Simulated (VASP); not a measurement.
Crystal: BiRu (rocksalt type).

```xyz
2
Lattice="0.0000 2.5181 2.5181 2.5181 0.0000 2.5181 2.5181 2.5181 0.0000" Properties=species:S:1:pos:R:3 pbc="T T T"
Ru    0.0000    0.0000    0.0000
Bi    2.5181    2.5181    2.5181
```

Base run:

| Item | Value |
| --- | --- |
| Program | VASP 6.6.1 |
| Functional | LDA |
| Potentials or basis | VASP PAW LDA potentials, release 64 (Ru_pv, Bi_d) |
| Cutoff | 520 eV |
| k mesh | 13 × 13 × 13 |
| Occupations | fermi-dirac, width 0.08 eV |
| Spin | no spin polarisation |

Its results: band gap on the k mesh zero (an odd number of electrons rules out a gap without spin polarisation); pressure 55.8 GPa.

The run is repeated on the same cell with these changes: occupations from fermi-dirac, width 0.08 eV to gaussian, width 0.001 eV; hubbard terms from none to Ru d U = 3.0 eV. What comes out?

Band gap on the k mesh zero (an odd number of electrons rules out a gap without spin polarisation); pressure 51.8 GPa.

Caveats: the cell stands under pressure; spin-orbit coupling is left out, which moves the levels of the heavy elements; U without spin polarisation on a metal has little footing (at least some runs); the U is typed as a test and isn't derived for this compound (at least some runs).
